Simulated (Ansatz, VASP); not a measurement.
**B in VASP and in Ansatz**

Contents of INCAR:

```
PREC     = Accurate       # precision mode
ENCUT    = 520            # plane-wave cutoff, eV
EDIFF    = 1E-6           # SCF threshold, eV
ISMEAR   = -1             # smearing method
SIGMA    = 0.05           # smearing width, eV
LREAL    = False          # projectors in reciprocal space
LASPH    = True           # aspherical terms in the spheres
NELM     = 100            # most SCF steps
ALGO     = Normal         # electronic algorithm
ISIF     = 2              # what is computed and relaxed
LWAVE    = False          # write WAVECAR
LCHARG   = True           # write CHGCAR
GGA      = PE             # functional
LELF     = True           # ELF
LVHAR    = True         
NBANDS   = 8              # bands
```

Contents of KPOINTS:

```
Automatic mesh
0
Gamma
  9 9 9
```

The input POSCAR:

```
B
1.0
    1.8855081809      0.0000000000      0.0000000000
    0.0000000000      1.8855081809      0.0000000000
    0.0000000000      0.0000000000      1.8855081809
B
1
Direct
    0.0000000000      0.0000000000      0.0000000000
```

Input for Ansatz:

```yaml
crystal:
  lattice:
    - [1.8855081809, 0.0, 0.0]
    - [0.0, 1.8855081809, 0.0]
    - [0.0, 0.0, 1.8855081809]
  atoms:
    - { symbol: B, position: [0.0, 0.0, 0.0] }
kpoints:
  mp_grid: { grid: [9, 9, 9] }
scf:
  occupations: { method: fermi_dirac, width: 0.05 }
hamiltonian:
  xc: pbe
  pseudopotentials: { kind: all_electron, lapw: { basis_error: 0.001 } }
output:
  forces: true
  stress: true
  eigenvalues: true
```

Alike in both runs: task single point; functional PBE; k mesh 9 × 9 × 9; occupations fermi-dirac, width 0.05 eV; no spin polarisation.

|  | VASP | Ansatz |
| --- | --- | --- |
| version | VASP 6.6.1 | Ansatz 0.2.0 |
| potentials or method | VASP PAW PBE potentials, release 64 (B), cutoff 520 eV | all-electron LAPW, scalar-relativistic |

```tsv
	VASP	Ansatz	Ansatz less VASP
pressure (GPa)	1.4	1.4	-0.04
```

Ansatz ran all-electron here, and VASP with PAW potentials.

The k mesh is coarse, so the values compare programs but aren't converged.
